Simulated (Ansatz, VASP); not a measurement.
**CaO: VASP beside Ansatz**

File INCAR:

```
SYSTEM = CaO
PREC = Accurate ; ENCUT = 520
EDIFF = 1E-8 ; ISMEAR = -1
SIGMA = 0.03 ; LREAL = .False.
LASPH = .True. ; NELM = 80
ALGO = Normal ; ISIF = 2
LWAVE = .False. ; LCHARG = .False.
GGA = PE ; LEFG = .True.
NBANDS = 15
```

KPOINTS

```
regular mesh
0
Gamma
  9 9 9
  0 0 0
```

The input POSCAR:

```
CaO
1.0
    0.0000000000      2.4490000000      2.4490000000
    2.4490000000      0.0000000000      2.4490000000
    2.4490000000      2.4490000000      0.0000000000
Ca O
1 1
Direct
    0.0000000000      0.0000000000      0.0577464271
    0.5000000000      0.5000000000      0.5000000000
```

Input for Ansatz:

```yaml
crystal:
  lattice:
    - [0.0, 2.449, 2.449]
    - [2.449, 0.0, 2.449]
    - [2.449, 2.449, 0.0]
  atoms:
    - { symbol: Ca, position: [0.0, 0.0, 0.0577464271] }
    - { symbol: O, position: [0.5, 0.5, 0.5] }
kpoints:
  mp_grid: { grid: [9, 9, 9] }
scf:
  occupations: { method: fermi_dirac, width: 0.03 }
hamiltonian:
  xc: pbe
  pseudopotentials: { kind: paw }
output:
  forces: true
  stress: true
  eigenvalues: true
  efg: { contact_densities: true }
```

Alike in both runs: task electric field gradients; functional PBE; k mesh 9 × 9 × 9; occupations fermi-dirac, width 0.03 eV; no spin polarisation.

|  | VASP | Ansatz |
| --- | --- | --- |
| version | VASP 6.6.1 | Ansatz 0.2.0 |
| potentials or method | VASP PAW PBE potentials, release 64 (Ca_sv, O) | PAW with Ansatz's default frozen-core files, scalar-relativistic |
| plane-wave cutoff (eV) | 520 | 420 |
| valence electrons in the cell | 16 | 16 |

```tsv
	VASP	Ansatz	Ansatz less VASP
gap on the k mesh at the Fermi level (eV)	3.96	3.97	+0.013
pressure (GPa)	-2.1	-2.6	-0.50
traceless stress, the component that is largest in VASP (GPa)	-1.59	-1.52	+0.072
rms of the force components (eV/Å)	0.288	0.274	-0.0147
size of Vzz on the site where it differs most (V/Å²)	6.6	6.5	-0.16
```

Atom by atom the forces differ by 0.015 eV/Å (rms over components).
